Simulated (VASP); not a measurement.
Here is a VASP 6.6.1 calculation.

File INCAR:

```
SYSTEM = SnO
  ALGO = Normal
  EDIFF = 1E-7
  ENCUT = 520
  GGA = PE
  ISIF = 2
  ISMEAR = 0
  LASPH = .TRUE.
  LCHARG = .TRUE.
  LELF = .TRUE.
  LREAL = .FALSE.
  LVHAR = .TRUE.
  LWAVE = .FALSE.
  NBANDS = 28
  NELM = 100
  PREC = Accurate
  SIGMA = 0.05
```

KPOINTS

```
k-points
0
G
  10 10 8
  0 0 0
```

Contents of POSCAR:

```
SnO
1.0
    3.8681707514      0.0000000000      0.0000000000
    0.0000000000      3.8681707514      0.0000000000
    0.0000000000      0.0000000000      5.0672768981
Sn O
2 2
Direct
    0.0000000000      0.5000000000      0.2287361932
    0.5000000000      0.0000000000      0.7712638068
   -0.0517040257      0.0000000000      0.0197344653
    0.5000000000      0.5000000000      0.0000000000
```

Potentials or basis: VASP PAW PBE potentials, release 64 (Sn_d, O).

Launch:

```console
$ cat potpaw_PBE.64/Sn_d/POTCAR potpaw_PBE.64/O/POTCAR > POTCAR
$ mpirun -np 1 vasp_std > vasp.out
```

Question: What does it give for the pressure?

Answer: 1.1 GPa.

Question: What does it give for the largest force?

Answer: 1.215 eV/Å.

Question: What does it give for the band gap on the k mesh?

Answer: 0.47 eV (least direct gap 1.85 eV).

Forces on the atoms (eV/Å):
```
Sn  -0.159  0.000  0.393
Sn  -0.258  0.000  0.025
O    1.168  0.000 -0.334
O   -0.751  0.000 -0.084
```

Caveat: the cell differs from its parent crystal (atom 3 (O) moved by (-0.200, +0.100) A along x and z); spin-orbit coupling is left out, which moves the levels of the heavy elements; forces of over 1 eV/Å act on the atoms, so gaps and moduli don't describe the material at rest. A k mesh can miss the band edges.
